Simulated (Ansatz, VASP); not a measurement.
## Two plane-wave programs on Sc3Al

The input INCAR:

```
PREC = Accurate
ENCUT = 520
EDIFF = 1E-8
ISMEAR = -1
SIGMA = 0.15
LREAL = F
LASPH = T
NELM = 80
ALGO = Normal
ISIF = 2
LWAVE = F
LCHARG = F
GGA = PS
LEFG = T
NBANDS = 26
```

The input KPOINTS:

```
regular mesh
0
Gamma
  10 10 10
```

The input POSCAR:

```
Sc3Al
1.0
    4.3820300097      0.0000000000      0.0000000000
    0.0000000000      4.3820300097      0.0000000000
    0.0000000000      0.0000000000      4.3820300097
Sc Al
3 1
Direct
    0.5000000000      0.0000000000      0.5000000000
    0.0000000000      0.5000000000      0.5000000000
    0.5000000000      0.5000000000      0.0000000000
    0.0000000000      0.0000000000      0.0000000000
```

Input for Ansatz:

```yaml
crystal:
  lattice:
    - [4.3820300097, 0.0, 0.0]
    - [0.0, 4.3820300097, 0.0]
    - [0.0, 0.0, 4.3820300097]
  atoms:
    - { symbol: Sc, position: [0.5, 0.0, 0.5] }
    - { symbol: Sc, position: [0.0, 0.5, 0.5] }
    - { symbol: Sc, position: [0.5, 0.5, 0.0] }
    - { symbol: Al, position: [0.0, 0.0, 0.0] }
basis:
  ecutwfc: 420
kpoints:
  mp_grid: { grid: [10, 10, 10] }
hamiltonian:
  xc: pbesol
scf:
  occupations: { method: fermi_dirac, width: 0.15 }
output:
  forces: true
  stress: true
  eigenvalues: true
  efg: {}
checkpoint:
  read: start.run
  write: ck
  compress: false
  write_wavefunctions: false
  write_every: 100000
```

Alike in both runs: task electric field gradients; functional PBEsol; k mesh 10 × 10 × 10; occupations fermi-dirac, width 0.15 eV; no spin polarisation.

|  | VASP | Ansatz |
| --- | --- | --- |
| version | VASP 6.6.1 | Ansatz 0.2.0 |
| potentials or method | VASP PAW PBE potentials, release 64 (Sc_sv, Al), cutoff 520 eV | scalar-relativistic, plane waves, PAW |
| valence electrons in the cell | 36 | 36 |

|  | VASP | Ansatz | Ansatz less VASP |
| --- | --- | --- | --- |
| gap on the k mesh at the Fermi level (eV) | none | none | - |
| pressure (GPa) | 0.1 | 0.0 | -0.07 |
| size of Vzz on the site where it differs most (V/Å²) | 10.3 | 9.5 | -0.81 |

VASP's potentials were made for PBE, not for PBEsol. A gap of «none» marks a metal or a gap that the smearing closes. The functional is the same, so the differences come from potentials, cutoffs and numerics.
